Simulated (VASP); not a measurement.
HC18Cl, 20 atoms in the cell. The cell holds a slab with vacuum, 20 atoms: a = 7.398 Å, b = 7.398 Å, c = 12.000 Å, α = 90.00°, β = 90.00°, γ = 120.00°. 

| Item | Value |
| --- | --- |
| Program | VASP 6.6.1 |
| Task | single point |
| Functional | LDA |
| Potentials or basis | VASP PAW LDA potentials, release 64 (C, Cl, H) |
| Cutoff | 520 eV |
| k mesh | 2 × 2 × 1 |
| Occupations | gaussian, width 0.05 eV |
| Spin | no spin polarisation |
| Dipole correction | no |
| Further INCAR settings | ALGO = Normal; EDIFF = 1e-06; NBANDS = 56; NELMDL = -8 |

Potentials or basis: VASP PAW LDA potentials, release 64 (C, Cl, H).

Command:

```bash
$ cat potpaw_LDA.64/C/POTCAR potpaw_LDA.64/Cl/POTCAR potpaw_LDA.64/H/POTCAR > POTCAR
$ mpirun -np 1 vasp_std > vasp.out
```

Hardware: 1 thread of Intel Xeon 8259CL, with other jobs on the host.

Task: Estimate the wall time of this run.

Result: It took 9 min on 1 thread of Intel Xeon 8259CL, with other jobs on the host, peak memory 0.49 GiB. Counts: scf iterations 25, k points 4.
